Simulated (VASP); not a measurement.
# Ta (Im-3m) in VASP: a series of runs

Ta is run at these levels: PBE; tasks: single point.

Program: VASP 6.6.1. These are calculated values, not measurements. Logs are shortened: lines on timing, memory, paths and dates and some standing lists are left out, and cuts for length are marked.

### Step 1. The cell of the first run

It takes space group Im-3m (No. 229, cubic). Conventional cell: a = 3.189 Å, b = 3.189 Å, c = 3.189 Å, α = 90.00°, β = 90.00°, γ = 90.00°. Within 3.6 Å of Ta (site symmetry m-3m) lie 14 Ta at 2.76 to 3.19 Å.

### Step 2. Single point, PBE

INCAR

```
SYSTEM = Ta
ALGO = Normal ; EDIFF = 1E-6
ENCUT = 500 ; GGA = PE
GGA_COMPAT = .FALSE. ; ISIF = 2
ISMEAR = 1 ; LASPH = .TRUE.
LCHARG = .FALSE. ; LREAL = .FALSE.
LWAVE = .FALSE. ; NBANDS = 12
NELM = 120 ; PREC = Accurate
SIGMA = 0.05
```

KPOINTS

```
k-points
0
G
  10 10 10
  0 0 0
```

POSCAR

```
Ta
1.0
   -1.5942933110      1.5942933110      1.5942933110
    1.5942933110     -1.5942933110      1.5942933110
    1.5942933110      1.5942933110     -1.5942933110
Ta
1
Direct
    0.0000000000      0.0000000000      0.0000000000
```

Potentials or basis: VASP PAW PBE potentials, release 64 (Ta_pv).

Run with:

```console
> cat potpaw_PBE.64/Ta_pv/POTCAR > POTCAR
> mpirun -np 1 vasp_std > vasp.out
```

OUTCAR:

```text
SYSTEM = Ta
   EDIFF = 1E-6
   ENCUT = 500
   GGA = PE
   ISIF = 2
   ISMEAR = 1
   LASPH = .TRUE.
   LREAL = .FALSE.
   NELM = 120
   PREC = Accurate

 ion  position               nearest neighbor table
   1  0.000  0.000  0.000-

  LATTYP: Found a body centered cubic cell.
 ALAT       =     3.1885866220

  Lattice vectors:

 A1 = (  -1.5942933110,   1.5942933110,   1.5942933110)
 A2 = (   1.5942933110,  -1.5942933110,   1.5942933110)
 A3 = (   1.5942933110,   1.5942933110,  -1.5942933110)

Analysis of symmetry for initial positions (statically):
=====================================================================
 Subroutine PRICEL returns:
 Original cell was already a primitive cell.

 Routine SETGRP: Setting up the symmetry group for a
 body centered cubic supercell.

 Subroutine GETGRP returns: Found 48 space group operations
 (whereof 48 operations were pure point group operations)
 out of a pool of 48 trial point group operations.

The static configuration has the point symmetry O_h .

Analysis of symmetry for dynamics (positions and initial velocities):
=====================================================================
 Subroutine PRICEL returns:
 Original cell was already a primitive cell.

 Routine SETGRP: Setting up the symmetry group for a
 body centered cubic supercell.

 Subroutine GETGRP returns: Found 48 space group operations
 (whereof 48 operations were pure point group operations)
 out of a pool of 48 trial point group operations.

The dynamic configuration has the point symmetry O_h .

 Subroutine INISYM returns: Found 48 space group operations
 (whereof 48 operations are pure point group operations),
 and found     1 'primitive' translations

----------------------------------------------------------------------------------------

                                     Primitive cell

  volume of cell :      16.2093

  direct lattice vectors                    reciprocal lattice vectors
    -1.594293311  1.594293311  1.594293311     0.000000000  0.313618577  0.313618577
     1.594293311 -1.594293311  1.594293311     0.313618577  0.000000000  0.313618577
     1.594293311  1.594293311 -1.594293311     0.313618577  0.313618577  0.000000000

  length of vectors
     2.761397017  2.761397017  2.761397017     0.443523645  0.443523645  0.443523645

  position of ions in fractional coordinates (direct lattice)
     0.000000000  0.000000000  0.000000000

  ion indices of the primitive-cell ions
   primitive index   ion index
                 1           1

----------------------------------------------------------------------------------------

 KPOINTS: k-points

Automatic generation of k-mesh.
 Grid dimensions read from file:
 generate k-points for:   10   10   10

 Generating k-lattice:

  Cartesian coordinates                     Fractional coordinates (reciprocal lattice)
     0.000000000  0.031361858  0.031361858     0.100000000  0.000000000  0.000000000
     0.031361858  0.000000000  0.031361858     0.000000000  0.100000000  0.000000000
     0.031361858  0.031361858  0.000000000     0.000000000  0.000000000  0.100000000

  Length of vectors
     0.044352365  0.044352365  0.044352365

  Shift w.r.t. Gamma in fractional coordinates (k-lattice)
     0.000000000  0.000000000  0.000000000

 Subroutine IBZKPT returns following result:
 ===========================================

 Found     47 irreducible k-points:

 Following reciprocal coordinates:
            Coordinates               Weight
  0.000000  0.000000  0.000000      1.000000
  0.100000  0.000000  0.000000     12.000000
  0.200000  0.000000  0.000000     12.000000
  0.300000  0.000000  0.000000     12.000000
  0.400000  0.000000  0.000000     12.000000
  0.500000  0.000000  0.000000      6.000000
[... 16 lines left out ...]
  0.300000  0.300000  0.100000      8.000000
 -0.300000  0.300000  0.100000     24.000000
 [... further k-points ...]
   k-points           NKPTS =     47   k-points in BZ     NKDIM =     47   number of bands    NBANDS=     12
   number of dos      NEDOS =    301   number of ions     NIONS =      1
   total plane-waves  NPLWV =   8000
   dimension x,y,z NGX =    20 NGY =   20 NGZ =   20
   dimension x,y,z NGXF=    40 NGYF=   40 NGZF=   40
   ions per type =               1
   NGX,Y,Z   is equivalent  to a cutoff of  12.04, 12.04, 12.04 a.u.
   NGXF,Y,Z  is equivalent  to a cutoff of  24.08, 24.08, 24.08 a.u.
 SYSTEM =  Ta
   PREC   = accura    normal or accurate (medium, high low for compatibility)
   ISTART =      0    job   : 0-new  1-cont  2-samecut
   ICHARG =      2    charge: 1-file 2-atom 10-const
   ISPIN  =      1    spin polarized calculation?
   LNONCOLLINEAR =      F non collinear calculations
   LSORBIT =      F    spin-orbit coupling
   LASPH  =      T    aspherical Exc in radial PAW
   ENCUT  =  500.0 eV  36.75 Ry    6.06 a.u.   5.03  5.03  5.03*2*pi/ulx,y,z
   NELM   =    120;   NELMIN=  2; NELMDL= -5     # of ELM steps
   EDIFF  = 0.1E-05   stopping-criterion for ELM
   LREAL  =      F    real-space projection
   EDIFFG = 0.1E-04   stopping-criterion for IOM
   NSW    =      0    number of steps for IOM
   IBRION =     -1    ionic relax: 0-MD 1-quasi-New 2-CG
   NFREE  =      0    steps in history (QN), initial steepest desc. (CG)
   ISIF   =      2    stress and relaxation
   ISYM   =      2    0-nonsym 1-usesym 2-fastsym
   POTIM  = 0.5000    time-step for ionic-motion
   TEBEG  =    0.0;   TEEND  =   0.0 temperature during run
   PSTRESS=    0.0 pullay stress
   NELECT =      11.0000    total number of electrons
   NUPDOWN=      -1.0000    fix difference up-down
   EMIN   =  10.00;   EMAX   =-10.00  energy-range for DOS
   EFERMI =   0.00;   METHOD = LEGACY
   ISMEAR =     1;   SIGMA  =   0.05  broadening in eV -4-tet -1-fermi 0-gaus
   EFERMI_NEDOS =   21; number of points for ismear=-14 and -15
   IALGO  =     38    algorithm
   IMIX   =      4    mixing-type and parameters
     AMIX     =   0.40;   BMIX     =  1.00
     AMIX_MAG =   1.60;   BMIX_MAG =  1.00
  volume/ion in A,a.u.               =      16.21       109.39
  Fermi-wavevector in a.u.,A,eV,Ry     =   1.438636  2.718627 28.159607  2.069673
  Thomas-Fermi vector in A             =   2.557581
   LORBIT       =      0    0 simple, 1 ext, 2 COOP (PROOUT), +10 PAW based schemes
   GGA     = PE    functional components
   LHFCALC =     F    Hartree Fock is set to
   AEXX    =    0.0000 exact exchange contribution
   IVDW    =     0    specifies the selected vdW correction
   LEPSILON=     F    determine dielectric tensor
   LRPA    =     F    only Hartree local field effects (RPA)
 non-spin polarized calculation
 Methfessel and Paxton  Order N= 1 SIGMA  =   0.05
  energy-cutoff  :      500.00
  volume of cell :       16.21
 maximum number of plane-waves:       420
   NGX =  9   NGY =  9   NGZ =  9

 number of electron      10.9999997 magnetization

 Free energy of the ion-electron system (eV)
  ---------------------------------------------------
  ext. energy  EPLUGINS =         0.00000000
  ---------------------------------------------------
  free energy    TOTEN  =       -11.60731805 eV

  energy without entropy =      -11.60756225  energy(sigma->0) =      -11.60739945

 E-fermi :   6.4024     XC(G=0): -13.1727

 val. band max:        6.3658092024   @ k =   0.3000   0.1000   0.1000
 cond. band min:       6.4143761728   @ k =  -0.2000   0.3000   0.1000
 fundamental gap:      0.0485669703
 Fermi energy:         6.4023506431

 k-point     1 :       0.0000    0.0000    0.0000
  band No.  band energies     occupation
      1     -26.2966      2.00000
      2     -26.2966      2.00000
      3     -26.2966      2.00000
      4      -1.9288      2.00000
      5       7.0808     -0.00000
      6       7.0808     -0.00000
      7       7.0808     -0.00000
      8      10.7452      0.00000
      9      10.7452      0.00000
     10      21.3936      0.00000
     11      21.8909      0.00000
     12      21.8909      0.00000

 k-point     2 :       0.1000    0.0000    0.0000
  band No.  band energies     occupation
      1     -26.4708      2.00000
      2     -26.3486      2.00000
      3     -26.2980      2.00000
      4      -1.4267      2.00000
      5       6.7552     -0.00000
      6       6.9636     -0.00000
      7       7.5817      0.00000
      8      10.2678      0.00000
      9      10.7457      0.00000
     10      21.3931      0.00000
     11      22.3389      0.00000
     12      22.7576      0.00000

 k-point     3 :       0.2000    0.0000    0.0000
  band No.  band energies     occupation
      1     -26.9072      2.00000
      2     -26.4824      2.00000
      3     -26.3018      2.00000
      4      -0.1413      2.00000
      5       6.0059      2.00000
      6       6.4499     -0.03866
      7       9.0320      0.00000
      8       9.9504      0.00000
      9      10.8330      0.00000
     10      21.3917      0.00000
     11      22.8573      0.00000
     12      25.1100      0.00000
[... 286 lines left out ...]
 k-point    23 :       0.3000    0.3000    0.1000
  band No.  band energies     occupation
      1     -27.3552      2.00000
      2     -27.3552      2.00000
      3     -26.6601      2.00000
      4       3.8104      2.00000
      5       5.4603      2.00000
      6       5.4603      2.00000
      7      11.7979      0.00000
      8      11.7979      0.00000
      9      15.6048      0.00000
     10      19.8636      0.00000
     11      19.8636      0.00000
     12      21.4004      0.00000

 k-point    24 :      -0.3000    0.3000    0.1000
  band No.  band energies     occupation
      1     -27.3894      2.00000
      2     -26.7016      2.00000
      3     -26.4310      2.00000
      4       1.5972      2.00000
      5       5.7049      2.00000
      6       5.9067      2.00000
      7       9.1429      0.00000
      8      11.0740      0.00000
      9      11.9468      0.00000
     10      21.3068      0.00000
     11      21.4775      0.00000
     12      24.6398      0.00000

 [... further k-points ...]

------------------------ aborting loop because EDIFF is reached ----------------------------------------

  FORCE on cell =-STRESS in cart. coord.  units (eV):
  Direction    XX          YY          ZZ          XY          YZ          ZX
  --------------------------------------------------------------------------------------
  -------------------------------------------------------------------------------------
  Total        3.3171886      3.3171886      3.3171886      0.0000000     -0.0000000      0.0000000
  in kB      327.8808738    327.8808738    327.8808738      0.0000000     -0.0000000      0.0000000
  external PRESSURE =     327.8808738 kB  Pullay stress =       0.0000000 kB

 VOLUME and BASIS-vectors are now :
 -----------------------------------------------------------------------------
  energy-cutoff  :      500.00
  volume of cell :       16.21
      direct lattice vectors                 reciprocal lattice vectors
    -1.594293311  1.594293311  1.594293311     0.000000000  0.313618577  0.313618577
     1.594293311 -1.594293311  1.594293311     0.313618577  0.000000000  0.313618577
     1.594293311  1.594293311 -1.594293311     0.313618577  0.313618577  0.000000000

 POSITION                                       TOTAL-FORCE (eV/Angst)
 -----------------------------------------------------------------------------------
      0.00000      0.00000      0.00000         0.000000     -0.000000      0.000000
 -----------------------------------------------------------------------------------
    total drift:                                0.000000     -0.000000      0.000000

  FREE ENERGIE OF THE ION-ELECTRON SYSTEM (eV)
  ---------------------------------------------------
  free  energy   TOTEN  =       -11.6073180549 eV

  energy  without entropy=      -11.6075622462  energy(sigma->0) =      -11.60739945
```

Run time: 6.9 s. Hardware: 1 thread of Intel Xeon 6975P-C, shared host; peak memory 0.13 GiB.

What came out:

```yaml
Free_energy: -11.6073 eV
Pressure: 32.8 GPa
```

Caveat: spin-orbit coupling is left out, which moves the levels of the heavy elements.

### Step 3. Single point, PBE

This run uses another cell than the first one, of 16.66 Å³/atom, 1.028 times its volume.

INCAR

```
SYSTEM = Ta
  PREC = Accurate
  ENCUT = 500
  EDIFF = 1E-6
  ISMEAR = 1
  SIGMA = 0.05
  LREAL = .False.
  LASPH = .True.
  NELM = 120
  ALGO = Normal
  ISIF = 2
  LWAVE = .False.
  LCHARG = .False.
  GGA = PE
  NBANDS = 12
  GGA_COMPAT = .False.
```

KPOINTS

```
Automatic mesh
0
Gamma
  10 10 10
  0 0 0
```

POSCAR

```
Ta
1.0
   -1.6089206722      1.6089206722      1.6089206722
    1.6089206722     -1.6089206722      1.6089206722
    1.6089206722      1.6089206722     -1.6089206722
Ta
1
Direct
    0.0000000000      0.0000000000      0.0000000000
```

Potentials or basis: VASP PAW PBE potentials, release 64 (Ta_pv).

Run with:

```console
> cat potpaw_PBE.64/Ta_pv/POTCAR > POTCAR
> mpirun -np 1 vasp_std > vasp.out
```

It used 5.1 s of CPU time on 1 thread of Intel Xeon 6975P-C, on a shared host.

It converged, with:

| Item | Value |
| --- | --- |
| Free energy | -11.6876 eV |
| Pressure | 24.5 GPa |

Levels at points of the mesh, in eV from the Fermi level:
```tsv
k point	band 2	band 3	band 4	band 5	band 6	band 7	band 8	band 9
(0.00, 0.00, 0.00)	-32.83	-32.83	-8.25	0.67	0.67	0.67	4.23	4.23
(0.50, 0.00, 0.00)	-33.31	-32.84	-4.79	-1.84	1.94	4.17	5.29	8.53
(0.50, 0.50, 0.50)	-33.87	-33.87	-4.34	-4.34	7.43	7.43	7.43	9.36
```

Caveat: spin-orbit coupling is left out, which moves the levels of the heavy elements.

(Continued in part 2 of 2.)
